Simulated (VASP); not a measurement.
Here is a VASP 6.6.1 calculation.

INCAR

```
SYSTEM = Mo
PREC = Accurate
ENCUT = 600
EDIFF = 1E-7
ISMEAR = -1
SIGMA = 0.05
LREAL = .FALSE.
LASPH = .TRUE.
NELM = 100
ALGO = Normal
ISIF = 3
LWAVE = .FALSE.
LCHARG = .FALSE.
GGA = PE
IBRION = 2
NSW = 60
EDIFFG = -0.01
PSTRESS = 200.0
```

The input KPOINTS:

```
Automatic mesh
0
G
  12 12 12
  0 0 0
```

The input POSCAR:

```
Mo
1.0
   -1.5838089719      1.5838089719      1.5838089719
    1.5838089719     -1.5838089719      1.5838089719
    1.5838089719      1.5838089719     -1.5838089719
Mo
1
Direct
    0.0000000000      0.0000000000      0.0000000000
```

Potentials or basis: VASP PAW PBE potentials, release 64 (Mo_sv).

Launch:

```bash
$ cat potpaw_PBE.64/Mo_sv/POTCAR > POTCAR
$ mpirun -np 1 vasp_std > vasp.out
```

(1) Estimate the relaxed cell.

(2) Estimate the relaxed volume.

(3) What does it give for the space group after relaxing (to 0.05 Å)?

(4) Estimate the band gap on the k mesh.

Results:

(1) a = 2.678 Å, b = 2.678 Å, c = 2.678 Å, α = 109.47°, β = 109.47°, γ = 109.47°.

(2) 14.79 Å³/atom.

(3) Im-3m (No. 229).

(4) zero (band 7 reaches 17.80 eV, above the bottom of band 8 at 12.03 eV).

Caveat: the cell is relaxed towards a set pressure, so the enthalpy falls and the energy may rise.
